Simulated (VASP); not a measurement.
# SrO (P6_3/mmc) in VASP: further runs, part 2 of 2

VASP 6.6.1. Earlier steps stand in the parts before.

## (3) Single point, LDA

This run uses another cell than the first one, of the same volume but with other edges.

INCAR

```
SYSTEM = SrO
PREC = Accurate
ENCUT = 520
EDIFF = 1E-7
ISMEAR = 0
SIGMA = 0.05
LREAL = .FALSE.
LASPH = .TRUE.
NELM = 60
ALGO = Normal
ISIF = 2
LWAVE = .FALSE.
LCHARG = .FALSE.
NBANDS = 24
```

KPOINTS

```
regular mesh
0
G
  9 9 4
  0 0 0
```

POSCAR

```
SrO
1.0
    3.4959669684      0.0000000000      0.0000000000
   -1.7479834842      3.0275962054      0.0000000000
    0.0000000000      0.0000000000      6.4228577122
Sr O
2 2
Direct
    0.3333333333      0.6666666667      0.2500000000
    0.6666666667      0.3333333333      0.7500000000
    0.0000000000      0.0000000000      0.0000000000
    0.0000000000      0.0000000000      0.5000000000
```

Potentials or basis: VASP PAW LDA potentials, release 64 (Sr_sv, O).

The run is started by

```bash
$ cat potpaw_LDA.64/Sr_sv/POTCAR potpaw_LDA.64/O/POTCAR > POTCAR
$ mpirun -np 1 vasp_std > vasp.out
```

It took 1.9 min on 1 thread of AMD EPYC, shared host; peak memory 0.16 GiB.

It converged, with:

* Free energy: -26.3352 eV
* Pressure: -5.5 GPa
* Band gap on the k mesh: 3.01 eV, direct

Stress tensor (GPa, compression positive):
```
 -2.05   0.00   0.00
  0.00  -2.05   0.00
  0.00   0.00 -12.32
```

Levels at points of the mesh, in eV from the valence-band top:
```tsv
k point	band 13	band 14	band 15	band 16	band 17	band 18	band 19	band 20
(0.00, 0.00, 0.00)	-0.72	-0.51	-0.51	0.00	3.01	4.95	4.97	6.21
(0.00, 0.00, 0.50)	-0.64	-0.64	-0.64	-0.64	4.51	4.51	5.99	5.99
```

## (4) Single point, LDA

This run uses another cell than the first one, of the same volume but with other edges.

INCAR

```
SYSTEM = SrO
PREC = Accurate ; ENCUT = 520
EDIFF = 1E-6 ; ISMEAR = 0
SIGMA = 0.05 ; LREAL = .False.
LASPH = .True. ; NELM = 60
ALGO = Normal ; ISIF = 2
LWAVE = .False. ; LCHARG = .True.
LELF = .True. ; LVHAR = .True.
NBANDS = 24
```

KPOINTS

```
Automatic mesh
0
Gamma
  9 9 4
  0 0 0
```

POSCAR

```
SrO
1.0
    3.8276635626      0.0000000000      0.0000000000
   -1.9138317813      3.3148538824      0.0000000000
    0.0000000000      0.0000000000      5.3579101492
Sr O
2 2
Direct
    0.3333333333      0.6666666667      0.2500000000
    0.6666666667      0.3333333333      0.7500000000
    0.0000000000      0.0000000000      0.0000000000
    0.0000000000      0.0000000000      0.5000000000
```

Potentials or basis: VASP PAW LDA potentials, release 64 (Sr_sv, O).

The run is started by

```bash
$ cat potpaw_LDA.64/Sr_sv/POTCAR potpaw_LDA.64/O/POTCAR > POTCAR
$ mpirun -np 1 vasp_std > vasp.out
```

OUTCAR:

```text
SYSTEM = SrO
   PREC = Accurate
   ENCUT = 520
   EDIFF = 1E-6
   ISMEAR = 0
   LREAL = .False.
   LASPH = .True.
   NELM = 60
   ISIF = 2

 ion  position               nearest neighbor table
   1  0.333  0.667  0.250-   3 2.58   4 2.58   3 2.58   4 2.58   3 2.58   4 2.58   2 3.47   2 3.47
                             2 3.47   2 3.47   2 3.47   2 3.47
   2  0.667  0.333  0.750-   3 2.58   4 2.58   3 2.58   4 2.58   3 2.58   4 2.58   1 3.47   1 3.47
                             1 3.47   1 3.47   1 3.47   1 3.47
   3  0.000  0.000  0.000-   1 2.58   2 2.58   2 2.58   1 2.58   2 2.58   1 2.58
   4  0.000  0.000  0.500-   1 2.58   2 2.58   2 2.58   1 2.58   2 2.58   1 2.58

  LATTYP: Found a hexagonal cell.
 ALAT       =     3.8276635626
[... 850 lines left out ...]
  -------------------------------------------------------------------------------------
  Total       -6.6330334     -6.6330334      8.6281167      0.0000000      0.0000000      0.0000000
  in kB     -156.3252726   -156.3252726    203.3447750      0.0000000      0.0000000      0.0000000
  external PRESSURE =     -36.4352567 kB  Pullay stress =       0.0000000 kB

 VOLUME and BASIS-vectors are now :
 -----------------------------------------------------------------------------
  energy-cutoff  :      520.00
  volume of cell :       67.98
      direct lattice vectors                 reciprocal lattice vectors
     3.827663563  0.000000000  0.000000000     0.261255981  0.150836211  0.000000000
    -1.913831781  3.314853882  0.000000000     0.000000000  0.301672422  0.000000000
     0.000000000  0.000000000  5.357910149     0.000000000  0.000000000  0.186639935

 POSITION                                       TOTAL-FORCE (eV/Angst)
 -----------------------------------------------------------------------------------
     -0.00000      2.20990      1.33948        -0.000000     -0.000000      0.000000
      1.91383      1.10495      4.01843         0.000000      0.000000      0.000000
      0.00000      0.00000      0.00000        -0.000000     -0.000000      0.000000
      0.00000      0.00000      2.67896         0.000000     -0.000000      0.000000
 -----------------------------------------------------------------------------------
    total drift:                               -0.000000      0.000000     -0.000000

  FREE ENERGIE OF THE ION-ELECTRON SYSTEM (eV)
  ---------------------------------------------------
  free  energy   TOTEN  =       -25.2686774233 eV

  energy  without entropy=      -25.2686774233  energy(sigma->0) =      -25.26867742
```

OSZICAR:

```text
N       E                     dE             d eps       ncg     rms          rms(c)
DAV:   1     0.165875838539E+03    0.16588E+03   -0.16141E+04  1728   0.127E+03
DAV:   2    -0.203460823011E+02   -0.18622E+03   -0.17375E+03  2368   0.285E+02
DAV:   3    -0.301805965867E+02   -0.98345E+01   -0.97536E+01  2680   0.576E+01
DAV:   4    -0.304326063645E+02   -0.25201E+00   -0.25192E+00  2336   0.739E+00
DAV:   5    -0.304345146769E+02   -0.19083E-02   -0.19083E-02  2432   0.738E-01    0.231E+01
DAV:   6    -0.257077724266E+02    0.47267E+01   -0.21045E+01  1896   0.250E+01    0.291E+01
DAV:   7    -0.254717768170E+02    0.23600E+00   -0.17409E+00  2432   0.716E+00    0.179E+01
DAV:   8    -0.252839208406E+02    0.18786E+00   -0.72822E-01  1848   0.523E+00    0.351E+00
DAV:   9    -0.252683018087E+02    0.15619E-01   -0.42171E-02  2600   0.155E+00    0.668E-01
DAV:  10    -0.252688642983E+02   -0.56249E-03   -0.66647E-03  2304   0.494E-01    0.238E-01
DAV:  11    -0.252686976928E+02    0.16661E-03   -0.23311E-03  2176   0.281E-01    0.744E-02
DAV:  12    -0.252686771021E+02    0.20591E-04   -0.27622E-04  2024   0.112E-01    0.479E-02
DAV:  13    -0.252686775525E+02   -0.45040E-06   -0.13290E-05  2168   0.238E-02    0.999E-03
DAV:  14    -0.252686774233E+02    0.12919E-06   -0.10294E-06  1448   0.752E-03
   1 F= -.25268677E+02 E0= -.25268677E+02  d E =-.124778E-16
```

Run time: 88 s. Hardware: 1 thread of AMD EPYC, shared host; peak memory 0.15 GiB.

Results:

```yaml
Free_energy: -25.2687 eV
Pressure: -3.6 GPa
Band_gap_on_the_k_mesh: 0.96 eV, direct
```

## (5) Single point, LDA

This run uses another cell than the first one, of the same volume but with other edges.

INCAR

```
PREC = Accurate
ENCUT = 520
EDIFF = 1E-6
ISMEAR = 0
SIGMA = 0.05
LREAL = False
LASPH = True
NELM = 60
ALGO = Normal
ISIF = 2
LWAVE = False
LCHARG = False
NBANDS = 24
```

KPOINTS

```
regular mesh
0
Gamma
  9 9 4
```

POSCAR

```
SrO
1.0
    3.2557369077      0.0000000000      0.0000000000
   -1.6278684539      2.8195508701      0.0000000000
    0.0000000000      0.0000000000      7.4056696717
Sr O
2 2
Direct
    0.3333333333      0.6666666667      0.2500000000
    0.6666666667      0.3333333333      0.7500000000
    0.0000000000      0.0000000000      0.0000000000
    0.0000000000      0.0000000000      0.5000000000
```

The run is started by

```bash
$ cat potpaw_LDA.64/Sr_sv/POTCAR potpaw_LDA.64/O/POTCAR > POTCAR
$ mpirun -np 1 vasp_std > vasp.out
```

It took 86 s on 1 thread of AMD EPYC, shared host; peak memory 0.16 GiB.

Results (log left out):

| Item | Value |
| --- | --- |
| Free energy | -24.3034 eV |
| Pressure | -8.1 GPa |
| Band gap on the k mesh | 1.38 eV, direct |

Stress tensor (GPa, compression positive):
```
 11.64   0.00   0.00
  0.00  11.64   0.00
  0.00   0.00 -47.51
```

Levels at points of the mesh, in eV from the valence-band top:
| k point | band 12 | band 13 | band 14 | band 15 | band 16 | band 17 | band 18 | band 19 | band 20 | band 21 |
| --- | --- | --- | --- | --- | --- | --- | --- | --- | --- | --- |
| (0.00, 0.00, 0.00) | -0.72 | -0.13 | -0.13 | 0.00 | 0.00 | 1.38 | 3.43 | 5.03 | 5.33 | 5.33 |
| (0.00, 0.00, 0.50) | -2.05 | -0.07 | -0.07 | -0.07 | -0.07 | 2.70 | 2.70 | 5.81 | 5.81 | 5.81 |

 A k mesh can miss the band edges.

## (6) The runs side by side

| cell | gap on the mesh (eV) | pressure (GPa) |
| --- | --- | --- |
| a = 3.602, b = 3.602, c = 6.050 Å, angles 90.0, 90.0, 120.0°, 4 atoms | 2.66 | -4.6 |
| a = 3.496, b = 3.496, c = 6.423 Å, angles 90.0, 90.0, 120.0°, 4 atoms | 3.01 | -5.5 |
| a = 3.828, b = 3.828, c = 5.358 Å, angles 90.0, 90.0, 120.0°, 4 atoms | 0.96 | -3.6 |
| a = 3.256, b = 3.256, c = 7.406 Å, angles 90.0, 90.0, 120.0°, 4 atoms | 1.38 | -8.1 |

Alike in all rows: task single point; level LDA; potentials or basis VASP PAW LDA potentials, release 64 (Sr_sv, O); no spin polarisation; k mesh 9 × 9 × 4; cutoff (eV) 520; smearing gaussian 0.05 eV.

Total energies depend on the potentials used, so only differences within one code and one set of settings carry meaning.
